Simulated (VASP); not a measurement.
Runs of VASP 6.6.1 on Mn. The structure is that of space group P6/mmm (No. 191), or close to it. The cells are those of the table. This isn't the form of Mn at room conditions, which is a 58-atom cubic cell.

| cell | gap on the mesh (eV) | pressure (GPa) |
| --- | --- | --- |
| a = 3.976, b = 3.976, c = 2.482 Å, angles 90.0, 90.0, 120.0°, 3 atoms | none | -19.2 |
| a = 3.714, b = 3.714, c = 2.318 Å, angles 90.0, 90.0, 120.0°, 3 atoms | none | 51.3 |
| a = 3.926, b = 3.926, c = 2.451 Å, angles 90.0, 90.0, 120.0°, 3 atoms | none | (b) |
| a = 3.823, b = 3.823, c = 2.386 Å, angles 90.0, 90.0, 120.0°, 3 atoms | none | 13.8 |
| a = 3.769, b = 3.769, c = 2.353 Å, angles 90.0, 90.0, 120.0°, 3 atoms | none | (a) |
| a = 3.875, b = 3.875, c = 2.419 Å, angles 90.0, 90.0, 120.0°, 3 atoms | none | 0.3 |

Alike in all rows: task single point; level r2SCAN; potentials or basis VASP PAW PBE potentials, release 64 (Mn_pv); no spin polarisation; k mesh 11 × 11 × 15; cutoff (eV) 520; smearing fermi-dirac 0.1 eV.

**Question.** Estimate the missing entries.

**Answer.** (a) 30.5; (b) -10.5.

Caveats: the PAW data sets were made with another functional, which shifts forces and pressure a little; the run has no spin polarisation, though such a crystal can be magnetic; the cell stands under pressure (at least some runs); the cell stands under tension (at least some runs).

A gap of «none» marks levels without a gap at the run's occupations.
